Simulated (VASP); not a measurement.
# Ge2Sb2Te5 (P-3m1) in VASP: notebook

Ge2Sb2Te5 is run at these levels: PBEsol, r2SCAN+rVV10; tasks: single point.

Everything below comes from runs of VASP 6.6.1. Logs are shortened: lines on timing, memory, paths and dates and some standing lists are left out, and cuts for length are marked.

## 1. The cell of the first run

It takes space group P-3m1 (No. 164, trigonal). Conventional cell: a = 4.224 Å, b = 4.224 Å, c = 16.908 Å, α = 90.00°, β = 90.00°, γ = 120.00°. Within 3.9 Å of Ge (site symmetry 3m) lie 6 Te at 2.94 to 2.97 Å. Within 3.9 Å of Sb (site symmetry 3m) lie 6 Te at 2.98 to 3.16 Å. Within 3.9 Å of Te (site symmetry -3m) lie 6 Ge at 2.97 Å. Within 3.9 Å of Te (site symmetry 3m) lie 3 Ge at 2.94 Å and 3 Sb at 3.16 Å. Within 3.9 Å of Te (site symmetry 3m) lie 3 Sb at 2.98 Å and 3 Te at 3.70 Å.

## 2. Single point, PBEsol

Contents of INCAR:

```
ALGO = Normal
EDIFF = 1E-6
ENCUT = 520
GGA = PS
ISIF = 2
ISMEAR = -1
LASPH = T
LCHARG = F
LREAL = F
LWAVE = F
NBANDS = 44
NELM = 60
PREC = Accurate
SIGMA = 0.03
```

Contents of KPOINTS:

```
k-points
0
Gamma
  6 6 2
```

Contents of POSCAR:

```
Ge2Sb2Te5
1.0
    4.2241085611      0.0000000000      0.0000000000
   -2.1120542805      3.6581853222      0.0000000000
    0.0000000000      0.0000000000     16.9076172612
Ge Sb Te
2 2 5
Direct
    0.3333333333      0.6666666667      0.8997510488
    0.6666666667      0.3333333333      0.1002489512
    0.0000000000      0.0000000000      0.6836573423
    0.0000000000      0.0000000000      0.3163426577
    0.0000000000      0.0000000000      0.0000000000
    0.6666666667      0.3333333333      0.8023241728
    0.3333333333      0.6666666667      0.1976758272
    0.3333333333      0.6666666667      0.5822372425
    0.6666666667      0.3333333333      0.4177627575
```

Potentials or basis: VASP PAW PBE potentials, release 64 (Ge_d, Sb, Te).

Run with:

```bash
> cat potpaw_PBE.64/Ge_d/POTCAR potpaw_PBE.64/Sb/POTCAR potpaw_PBE.64/Te/POTCAR > POTCAR
> mpirun -np 1 vasp_std > vasp.out
```

OUTCAR:

```text
EDIFF = 1E-6
   ENCUT = 520
   GGA = PS
   ISIF = 2
   ISMEAR = -1
   LASPH = T
   LREAL = F
   NELM = 60
   PREC = Accurate

 ion  position               nearest neighbor table
   1  0.333  0.667  0.900-   6 2.94   6 2.94   6 2.94   5 2.97   5 2.97   5 2.97
   2  0.667  0.333  0.100-   7 2.94   7 2.94   7 2.94   5 2.97   5 2.97   5 2.97
   3  0.000  0.000  0.684-   8 2.98   8 2.98   8 2.98   6 3.16   6 3.16   6 3.16
   4  0.000  0.000  0.316-   9 2.98   9 2.98   9 2.98   7 3.16   7 3.16   7 3.16
   5  0.000  0.000  0.000-   1 2.97   2 2.97   1 2.97   2 2.97   2 2.97   1 2.97
   6  0.667  0.333  0.802-   1 2.94   1 2.94   1 2.94   3 3.16   3 3.16   3 3.16
   7  0.333  0.667  0.198-   2 2.94   2 2.94   2 2.94   4 3.16   4 3.16   4 3.16
   8  0.333  0.667  0.582-   3 2.98   3 2.98   3 2.98
   9  0.667  0.333  0.418-   4 2.98   4 2.98   4 2.98

  LATTYP: Found a hexagonal cell.
 ALAT       =     4.2241085611
 C/A-ratio  =     4.0026474265

  Lattice vectors:

 A1 = (   4.2241085611,   0.0000000000,   0.0000000000)
 A2 = (  -2.1120542805,   3.6581853222,   0.0000000000)
 A3 = (   0.0000000000,   0.0000000000,  16.9076172612)

Analysis of symmetry for initial positions (statically):
=====================================================================
 Subroutine PRICEL returns:
 Original cell was already a primitive cell.

 Routine SETGRP: Setting up the symmetry group for a
 hexagonal supercell.

 Subroutine GETGRP returns: Found 12 space group operations
 (whereof 12 operations were pure point group operations)
 out of a pool of 24 trial point group operations.

The static configuration has the point symmetry D_3d.

Analysis of symmetry for dynamics (positions and initial velocities):
=====================================================================
 Subroutine PRICEL returns:
 Original cell was already a primitive cell.

 Routine SETGRP: Setting up the symmetry group for a
 hexagonal supercell.

 Subroutine GETGRP returns: Found 12 space group operations
 (whereof 12 operations were pure point group operations)
 out of a pool of 24 trial point group operations.

The dynamic configuration has the point symmetry D_3d.

 Subroutine INISYM returns: Found 12 space group operations
 (whereof 12 operations are pure point group operations),
 and found     1 'primitive' translations

----------------------------------------------------------------------------------------

                                     Primitive cell

  volume of cell :     261.2662

  direct lattice vectors                    reciprocal lattice vectors
     4.224108561  0.000000000  0.000000000     0.236736340  0.136679790  0.000000000
    -2.112054281  3.658185322  0.000000000     0.000000000  0.273359579  0.000000000
     0.000000000  0.000000000 16.907617261     0.000000000  0.000000000  0.059144939

  length of vectors
     4.224108561  4.224108561 16.907617261     0.273359579  0.273359579  0.059144939

  position of ions in fractional coordinates (direct lattice)
     0.333333333  0.666666667  0.899751049
     0.666666667  0.333333333  0.100248951
     0.000000000  0.000000000  0.683657342
     0.000000000  0.000000000  0.316342658
     0.000000000  0.000000000  0.000000000
     0.666666667  0.333333333  0.802324173
     0.333333333  0.666666667  0.197675827
     0.333333333  0.666666667  0.582237242
     0.666666667  0.333333333  0.417762758

  ion indices of the primitive-cell ions
   primitive index   ion index
                 1           1
                 2           2
                 3           3
                 4           4
                 5           5
                 6           6
                 7           7
                 8           8
                 9           9

----------------------------------------------------------------------------------------

 KPOINTS: k-points

Automatic generation of k-mesh.
 Grid dimensions read from file:
 generate k-points for:    6    6    2

 Generating k-lattice:

  Cartesian coordinates                     Fractional coordinates (reciprocal lattice)
     0.039456057  0.022779965  0.000000000     0.166666667  0.000000000  0.000000000
     0.000000000  0.045559930  0.000000000     0.000000000  0.166666667  0.000000000
     0.000000000  0.000000000  0.029572470     0.000000000  0.000000000  0.500000000

  Length of vectors
     0.045559930  0.045559930  0.029572470

  Shift w.r.t. Gamma in fractional coordinates (k-lattice)
     0.000000000  0.000000000  0.000000000

 Subroutine IBZKPT returns following result:
 ===========================================

 Found     14 irreducible k-points:

 Following reciprocal coordinates:
            Coordinates               Weight
  0.000000  0.000000  0.000000      1.000000
  0.166667  0.000000  0.000000      6.000000
  0.333333  0.000000  0.000000      6.000000
  0.500000  0.000000  0.000000      3.000000
  0.166667  0.166667  0.000000      6.000000
  0.333333  0.166667  0.000000     12.000000
  0.333333  0.333333  0.000000      2.000000
  0.000000  0.000000  0.500000      1.000000
  0.166667  0.000000  0.500000      6.000000
  0.333333  0.000000  0.500000      6.000000
  0.500000  0.000000  0.500000      3.000000
  0.166667  0.166667  0.500000      6.000000
  0.333333  0.166667  0.500000     12.000000
  0.333333  0.333333  0.500000      2.000000
   k-points           NKPTS =     14   k-points in BZ     NKDIM =     14   number of bands    NBANDS=     44
   number of dos      NEDOS =    301   number of ions     NIONS =      9
   total plane-waves  NPLWV = 129024
   dimension x,y,z NGX =    32 NGY =   32 NGZ =  126
   dimension x,y,z NGXF=    64 NGYF=   64 NGZF=  252
   ions per type =               2   2   5
   NGX,Y,Z   is equivalent  to a cutoff of  12.59, 12.59, 12.39 a.u.
   NGXF,Y,Z  is equivalent  to a cutoff of  25.19, 25.19, 24.78 a.u.
 SYSTEM =  unknown system
   PREC   = accura    normal or accurate (medium, high low for compatibility)
   ISTART =      0    job   : 0-new  1-cont  2-samecut
   ICHARG =      2    charge: 1-file 2-atom 10-const
   ISPIN  =      1    spin polarized calculation?
   LNONCOLLINEAR =      F non collinear calculations
   LSORBIT =      F    spin-orbit coupling
   LASPH  =      T    aspherical Exc in radial PAW
   ENCUT  =  520.0 eV  38.22 Ry    6.18 a.u.   7.85  7.85 31.44*2*pi/ulx,y,z
   NELM   =     60;   NELMIN=  2; NELMDL= -5     # of ELM steps
   EDIFF  = 0.1E-05   stopping-criterion for ELM
   LREAL  =      F    real-space projection
   EDIFFG = 0.1E-04   stopping-criterion for IOM
   NSW    =      0    number of steps for IOM
   IBRION =     -1    ionic relax: 0-MD 1-quasi-New 2-CG
   NFREE  =      0    steps in history (QN), initial steepest desc. (CG)
   ISIF   =      2    stress and relaxation
   ISYM   =      2    0-nonsym 1-usesym 2-fastsym
   POTIM  = 0.5000    time-step for ionic-motion
   TEBEG  =    0.0;   TEEND  =   0.0 temperature during run
   PSTRESS=    0.0 pullay stress
   NELECT =      68.0000    total number of electrons
   NUPDOWN=      -1.0000    fix difference up-down
   EMIN   =  10.00;   EMAX   =-10.00  energy-range for DOS
   EFERMI =   0.00;   METHOD = LEGACY
   ISMEAR =    -1;   SIGMA  =   0.03  broadening in eV -4-tet -1-fermi 0-gaus
   EFERMI_NEDOS =   21; number of points for ismear=-14 and -15
   IALGO  =     38    algorithm
   IMIX   =      4    mixing-type and parameters
     AMIX     =   0.40;   BMIX     =  1.00
     AMIX_MAG =   1.60;   BMIX_MAG =  1.00
  volume/ion in A,a.u.               =      29.03       195.90
  Fermi-wavevector in a.u.,A,eV,Ry     =   1.045242  1.975220 14.864777  1.092530
  Thomas-Fermi vector in A             =   2.180029
   LORBIT       =      0    0 simple, 1 ext, 2 COOP (PROOUT), +10 PAW based schemes
   GGA     = PS    functional components
   LHFCALC =     F    Hartree Fock is set to
   AEXX    =    0.0000 exact exchange contribution
   IVDW    =     0    specifies the selected vdW correction
   LEPSILON=     F    determine dielectric tensor
   LRPA    =     F    only Hartree local field effects (RPA)
 non-spin polarized calculation
  energy-cutoff  :      520.00
  volume of cell :      261.27
 maximum number of plane-waves:      7065
 NGX is ok and might be reduce to    32
   NGX = 15   NGY = 15   NGZ = 63

 number of electron      67.9999992 magnetization

 Free energy of the ion-electron system (eV)
  ---------------------------------------------------
  ext. energy  EPLUGINS =         0.00000000
  ---------------------------------------------------
  free energy    TOTEN  =       -37.61231244 eV

  energy without entropy =      -37.61173067  energy(sigma->0) =      -37.61202155

 E-fermi :   6.7484     XC(G=0):  -9.7652

 val. band max:        6.6767829910   @ k =   0.0000   0.0000   0.0000
 cond. band min:       6.8474435205   @ k =   0.0000   0.0000   0.0000
 fundamental gap:      0.1706605295
 Fermi energy:         6.7483679252

 k-point     1 :       0.0000    0.0000    0.0000
  band No.  band energies     occupation
      1     -18.2462      2.00000
      2     -18.2462      2.00000
      3     -18.2452      2.00000
      4     -18.2452      2.00000
      5     -18.2383      2.00000
      6     -18.2383      2.00000
[... 36 lines left out ...]
     43       8.3009      0.00000
     44       9.3956      0.00000

 k-point     2 :       0.1667    0.0000    0.0000
  band No.  band energies     occupation
      1     -18.2471      2.00000
      2     -18.2459      2.00000
      3     -18.2457      2.00000
      4     -18.2448      2.00000
      5     -18.2387      2.00000
      6     -18.2380      2.00000
[... 36 lines left out ...]
     43       9.4121      0.00000
     44       9.8218      0.00000

 k-point     3 :       0.3333    0.0000    0.0000
  band No.  band energies     occupation
      1     -18.2488      2.00000
      2     -18.2470      2.00000
      3     -18.2456      2.00000
      4     -18.2441      2.00000
      5     -18.2391      2.00000
      6     -18.2379      2.00000
[... 506 lines left out ...]
     43      10.0070      0.00000
     44      10.6126      0.00000

 k-point    14 :       0.3333    0.3333    0.5000
  band No.  band energies     occupation
      1     -18.2481      2.00000
      2     -18.2468      2.00000
      3     -18.2468      2.00000
      4     -18.2451      2.00000
      5     -18.2376      2.00000
      6     -18.2376      2.00000
[... 36 lines left out ...]
     43      10.8368      0.00000
     44      11.7726      0.00000

------------------------ aborting loop because EDIFF is reached ----------------------------------------

  FORCE on cell =-STRESS in cart. coord.  units (eV):
  Direction    XX          YY          ZZ          XY          YZ          ZX
  --------------------------------------------------------------------------------------
  -------------------------------------------------------------------------------------
  Total       -0.0400762     -0.0400762      0.0740775     -0.0000000      0.0000000      0.0000000
  in kB       -0.2457613     -0.2457613      0.4542698     -0.0000000      0.0000000      0.0000000
  external PRESSURE =      -0.0124176 kB  Pullay stress =       0.0000000 kB

 VOLUME and BASIS-vectors are now :
 -----------------------------------------------------------------------------
  energy-cutoff  :      520.00
  volume of cell :      261.27
      direct lattice vectors                 reciprocal lattice vectors
     4.224108561  0.000000000  0.000000000     0.236736340  0.136679790  0.000000000
    -2.112054281  3.658185322  0.000000000     0.000000000  0.273359579  0.000000000
     0.000000000  0.000000000 16.907617261     0.000000000  0.000000000  0.059144939

 POSITION                                       TOTAL-FORCE (eV/Angst)
 -----------------------------------------------------------------------------------
     -0.00000      2.43879     15.21265        -0.000000     -0.000000     -0.004772
      2.11205      1.21940      1.69497        -0.000000      0.000000      0.004772
      0.00000      0.00000     11.55902         0.000000     -0.000000      0.031045
      0.00000      0.00000      5.34860         0.000000      0.000000     -0.031045
      0.00000      0.00000      0.00000         0.000000      0.000000     -0.000000
      2.11205      1.21940     13.56539         0.000000     -0.000000     -0.004278
     -0.00000      2.43879      3.34223        -0.000000      0.000000      0.004278
     -0.00000      2.43879      9.84424         0.000000      0.000000     -0.029229
      2.11205      1.21940      7.06337        -0.000000     -0.000000      0.029229
 -----------------------------------------------------------------------------------
    total drift:                                0.000000      0.000000      0.000000

  FREE ENERGIE OF THE ION-ELECTRON SYSTEM (eV)
  ---------------------------------------------------
  free  energy   TOTEN  =       -37.6123124353 eV

  energy  without entropy=      -37.6117306724  energy(sigma->0) =      -37.61202155
```

It took 1.8 min on 1 thread of Intel Xeon 6975P-C (Granite Rapids), shared host; peak memory 0.43 GiB.

What came out:

```
Free energy            : -37.6123 eV
Pressure               : 0.0 GPa
Largest force          : 0.031 eV/Å
Band gap on the k mesh : 0.17 eV
```

Forces in eV/Å, atoms in the order of the input:
```
Ge   0.000  0.000 -0.005
Ge   0.000  0.000  0.005
Sb   0.000  0.000  0.031
Sb   0.000  0.000 -0.031
Te   0.000  0.000  0.000
Te   0.000  0.000 -0.004
Te   0.000  0.000  0.004
Te   0.000  0.000 -0.029
Te   0.000  0.000  0.029
```

Levels at points of the mesh, in eV from the valence-band top:
```
           k point  band 30  band 31  band 32  band 33  band 34  band 35  band 36  band 37  band 38  band 39
(0.00, 0.00, 0.00)    -1.41    -1.41    -1.12    -0.84     0.00     0.17     0.17     0.23     0.87     0.87
(0.50, 0.00, 0.00)    -2.22    -1.78    -1.68    -1.44    -0.89     0.32     0.87     0.94     1.26     1.27
(0.00, 0.00, 0.50)    -1.52    -1.52    -1.41    -0.70    -0.16     0.37     0.37     0.50     0.54     0.54
(0.50, 0.00, 0.50)    -2.52    -2.24    -1.95    -1.44    -0.63     0.25     0.47     1.50     1.51     1.75
```

Caveat: semilocal functionals underestimate gaps, and a narrow one can read as zero; the PAW data sets were made with another functional, which shifts forces and pressure a little; spin-orbit coupling is left out, which moves the levels of the heavy elements. A k mesh can miss the band edges.

## 3. Single point, r2SCAN+rVV10

This run uses another cell than the first one, of 30.01 Å³/atom.

Contents of POSCAR:

```
Ge2Sb2Te5
1.0
    4.2432878330      0.0000000000      0.0000000000
   -2.1216439165      3.6747950590      0.0000000000
    0.0000000000      0.0000000000     17.3235272471
Ge Sb Te
2 2 5
Direct
    0.3333333333      0.6666666667      0.9010062840
    0.6666666667      0.3333333333      0.0989937160
    0.0000000000      0.0000000000      0.6881793525
    0.0000000000      0.0000000000      0.3118206475
    0.0000000000      0.0000000000      0.0000000000
    0.6666666667      0.3333333333      0.8052855695
    0.3333333333      0.6666666667      0.1947144305
    0.3333333333      0.6666666667      0.5900040898
    0.6666666667      0.3333333333      0.4099959102
```

Contents of INCAR.step1:

```
PREC = Accurate
ENCUT = 520
ISMEAR = -1
SIGMA = 0.03
LREAL = False
LASPH = True
NELM = 100
NBANDS = 44
GGA = PE
ALGO = Normal
EDIFF = 1E-4
LWAVE = True
LCHARG = False
```

Contents of INCAR.step2:

```
PREC = Accurate
ENCUT = 520
EDIFF = 1E-6
ISMEAR = -1
SIGMA = 0.03
LREAL = False
LASPH = True
NELM = 100
ALGO = Normal
ISIF = 2
LWAVE = False
LCHARG = False
METAGGA = R2SCAN
LMIXTAU = True
LUSE_VDW = True
IVDW_NL = 2
BPARAM = 11.95
CPARAM = 0.0093
NBANDS = 44
ISTART = 1
```

Contents of KPOINTS:

```
Automatic mesh
0
Gamma
  6 6 2
```

Potentials or basis: VASP PAW PBE potentials, release 64 (Ge_d, Sb, Te).

Run with:

```bash
> cat potpaw_PBE.64/Ge_d/POTCAR potpaw_PBE.64/Sb/POTCAR potpaw_PBE.64/Te/POTCAR > POTCAR
> cp INCAR.step1 INCAR
> mpirun -np 1 vasp_std > vasp.out
> cp INCAR.step2 INCAR
> mpirun -np 1 vasp_std > vasp.out
```

Run time: 10 min. Hardware: 1 thread of Intel Xeon 6975P-C (Granite Rapids), shared host; peak memory 1 GiB.

Results (log left out):

```yaml
Free_energy: -205.0333 eV
Pressure: 0.2 GPa
Largest_force: 0.043 eV/Å
Band_gap_on_the_k_mesh: 0.39 eV
```

Forces on the atoms (eV/Å):
```
Ge   0.000  0.000  0.000
Ge   0.000  0.000  0.000
Sb   0.000  0.000  0.026
Sb   0.000  0.000 -0.026
Te   0.000  0.000  0.000
Te   0.000  0.000  0.006
Te   0.000  0.000 -0.006
Te   0.000  0.000 -0.043
Te   0.000  0.000  0.043
```

Levels at points of the mesh, in eV from the valence-band top:
```
           k point  band 32  band 33  band 34  band 35  band 36  band 37
(0.00, 0.00, 0.00)    -0.92    -0.68     0.00     0.39     0.39     0.63
(0.50, 0.00, 0.00)    -1.60    -1.45    -0.76     0.62     1.06     1.09
(0.00, 0.00, 0.50)    -1.30    -0.46    -0.10     0.51     0.51     0.74
(0.50, 0.00, 0.50)    -1.82    -1.47    -0.58     0.57     0.76     1.62
```

Caveat: semilocal functionals underestimate gaps, and a narrow one can read as zero; the PAW data sets were made with another functional, which shifts forces and pressure a little; spin-orbit coupling is left out, which moves the levels of the heavy elements.
